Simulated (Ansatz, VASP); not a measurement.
**CdGeAs2 in VASP and in Ansatz**

The input INCAR:

```
ALGO     = Normal         # electronic algorithm
EDIFF    = 1E-6           # SCF threshold, eV
ENCUT    = 520            # plane-wave cutoff, eV
ISIF     = 2              # what is computed and relaxed
ISMEAR   = 0              # smearing method
LASPH    = True           # aspherical terms in the spheres
LCHARG   = False          # write CHGCAR
LREAL    = False          # projectors in reciprocal space
LWAVE    = False          # write WAVECAR
NBANDS   = 46             # bands
NELM     = 100            # most SCF steps
PREC     = Accurate       # precision mode
SIGMA    = 0.05           # smearing width, eV
```

KPOINTS

```
k-points
0
Gamma
  6 6 6
```

Contents of POSCAR:

```
CdGeAs2
1.0
    5.9777491256      0.0000000000      0.0000000000
    0.0000000000      5.9777491256      0.0000000000
   -2.9888745628     -2.9888745628      5.6642966801
Cd Ge As
2 2 4
Direct
    0.7500000000      0.2500000000      0.5000000000
    0.5000000000      0.5000000000      0.0000000000
    0.0000000000      0.0000000000      0.0000000000
    0.2500000000      0.7500000000      0.5000000000
    0.3462175700      0.8750000000      0.2500000000
    0.6250000000      0.6537824300      0.7500000000
    0.9037824300      0.3750000000      0.2500000000
    0.1250000000      0.0962175700      0.7500000000
```

Input for Ansatz:

```yaml
crystal:
  lattice:
    - [5.9777491256, 0.0, 0.0]
    - [0.0, 5.9777491256, 0.0]
    - [-2.9888745628, -2.9888745628, 5.6642966801]
  atoms:
    - { symbol: Cd, position: [0.75, 0.25, 0.5] }
    - { symbol: Cd, position: [0.5, 0.5, 0.0] }
    - { symbol: Ge, position: [0.0, 0.0, 0.0] }
    - { symbol: Ge, position: [0.25, 0.75, 0.5] }
    - { symbol: As, position: [0.34621757, 0.875, 0.25] }
    - { symbol: As, position: [0.625, 0.65378243, 0.75] }
    - { symbol: As, position: [0.90378243, 0.375, 0.25] }
    - { symbol: As, position: [0.125, 0.09621757, 0.75] }
basis:
  ecutwfc: 420
  fft_grid_basis: typed
kpoints:
  mp_grid: { grid: [6, 6, 6] }
hamiltonian:
  xc: lda
  pseudopotentials: { kind: paw }
scf:
  occupations: { method: gaussian, width: 0.05 }
output:
  forces: true
  stress: true
  eigenvalues: true
  bader: true
  write_density: true
  volumetric_format: npy
  elf: true
```

Alike in both runs: task single point; functional LDA; k mesh 6 × 6 × 6; occupations gaussian, width 0.05 eV; no spin polarisation.

```csv
,VASP,Ansatz
version,VASP 6.6.1,Ansatz 0.2.0
potentials or method,"VASP PAW LDA potentials, release 64 (Cd, Ge_d, As), cutoff 520 eV","scalar-relativistic, plane waves, PAW"
valence electrons in the cell,72,128
```

```tsv
	VASP	Ansatz	Ansatz less VASP
gap on the k mesh at the Fermi level (eV)	0.19	0.19	0.000
pressure (GPa)	-2.3	-2.6	-0.31
traceless stress, the component that is largest in VASP (GPa)	0.16	0.18	+0.012
rms of the force components (eV/Å)	0.086	0.091	+0.0043
```

LDA's correlation is that of Perdew and Zunger in VASP and of Perdew and Wang (1992) in Ansatz. Atom by atom the forces differ by 0.004 eV/Å (rms over components). VASP's potentials hold 72 valence electrons a cell and Ansatz's 128, so a difference there can come from the potentials and not from the codes.
